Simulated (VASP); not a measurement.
A run of VASP 6.6.1 is set up as follows.

Contents of INCAR:

```
SYSTEM = Nb
PREC = Accurate
ENCUT = 500
EDIFF = 1E-6
ISMEAR = 0
SIGMA = 0.1
LREAL = .FALSE.
LASPH = .TRUE.
NELM = 120
ALGO = Normal
ISIF = 2
LWAVE = .FALSE.
LCHARG = .FALSE.
GGA = PE
NBANDS = 12
GGA_COMPAT = .FALSE.
```

Contents of KPOINTS:

```
regular mesh
0
G
  6 6 6
  0 0 0
```

Contents of POSCAR:

```
Nb
1.0
   -1.8196571812      1.8196571812      1.8196571812
    1.8196571812     -1.8196571812      1.8196571812
    1.8196571812      1.8196571812     -1.8196571812
Nb
1
Direct
    0.0000000000      0.0000000000      0.0000000000
```

Potentials or basis: VASP PAW PBE potentials, release 64 (Nb_sv).

Run with:

```console
$ cat potpaw_PBE.64/Nb_sv/POTCAR > POTCAR
$ mpirun -np 1 vasp_std > vasp.out
```

**Question.** Predict the pressure.

**Answer.** -27.7 GPa.

Caveat: the k points lie up to 0.41 Å⁻¹ apart.
